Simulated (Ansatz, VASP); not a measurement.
**One calculation of CoO, two programs**

File INCAR:

```
SYSTEM = CoO
  PREC = Accurate
  ENCUT = 600
  EDIFF = 1E-6
  ISMEAR = 0
  SIGMA = 0.05
  LREAL = .FALSE.
  LASPH = .TRUE.
  NELM = 200
  ALGO = Normal
  ISIF = 2
  LWAVE = .FALSE.
  LCHARG = .FALSE.
  ISPIN = 2
  MAGMOM = 2.81 0.3
  LORBIT = 11
  LMAXMIX = 4
  LDAU = .TRUE.
  LDAUTYPE = 2
  LDAUL = 2 -1
  LDAUU = 3.3 0
  LDAUJ = 0 0
  LDAUPRINT = 1
  NBANDS = 22
  GGA_COMPAT = .FALSE.
```

Contents of KPOINTS:

```
regular mesh
0
G
  10 10 10
  0 0 0
```

POSCAR

```
CoO
1.0
    0.0000000000      2.0984239479      2.0984239479
    2.0984239479      0.0000000000      2.0984239479
    2.0984239479      2.0984239479      0.0000000000
Co O
1 1
Direct
    0.0000000000      0.0000000000      0.0000000000
    0.5000000000      0.5000000000      0.5000000000
```

Input for Ansatz:

```yaml
crystal:
  lattice:
    - [0.0, 2.0984239479, 2.0984239479]
    - [2.0984239479, 0.0, 2.0984239479]
    - [2.0984239479, 2.0984239479, 0.0]
  atoms:
    - { symbol: Co, position: [0.0, 0.0, 0.0], spin: 2.8 }
    - { symbol: O, position: [0.5, 0.5, 0.5] }
basis:
  ecutwfc: 420
  ecutrho_ratio: 4
kpoints:
  mp_grid: { grid: [10, 10, 10] }
hamiltonian:
  xc: lda
  hubbard:
    sites:
      - { species: Co, l: d, u_eff: 3.3, starting_ns: start.occupation_matrices }
    ns_hold: { iters: 6 }
scf:
  occupations: { method: gaussian, width: 0.05 }
  lower_state_search: "off"
output:
  forces: true
  stress: true
  eigenvalues: true
  populations: true
  hubbard: { sites: [{ species: Co, l: d }] }
magnetization:
  spin_polarized: true
```

Alike in both runs: task single point; functional LDA; k mesh 10 × 10 × 10; occupations gaussian, width 0.05 eV; collinear spin; Hubbard terms Co d U = 3.3 eV.

```csv
,VASP,Ansatz
version,VASP 6.6.1,Ansatz 0.2.0
potentials or method,"VASP PAW LDA potentials, release 64 (Co_sv, O), cutoff 600 eV","scalar-relativistic, plane waves, PAW"
valence electrons in the cell,23,23
```

Ansatz gave:

```
pressure (GPa)                                                : 0.0
net moment per atom (μB)                                      : 1.50
size of the moment on the site where the two differ most (μB) : 2.55
```

Estimate VASP's values.

pressure (GPa): -11.2; net moment per atom (μB): 1.50; size of the moment on the site where the two differ most (μB): 2.65.

LDA's correlation is that of Perdew and Zunger in VASP and of Perdew and Wang (1992) in Ansatz. Site moments also hang on the region over which each program counts them. The programs project onto different local orbitals, so the same U acts differently, and such runs can settle in different states. Ansatz's warnings: symmetry narrowed by occupation matrices.
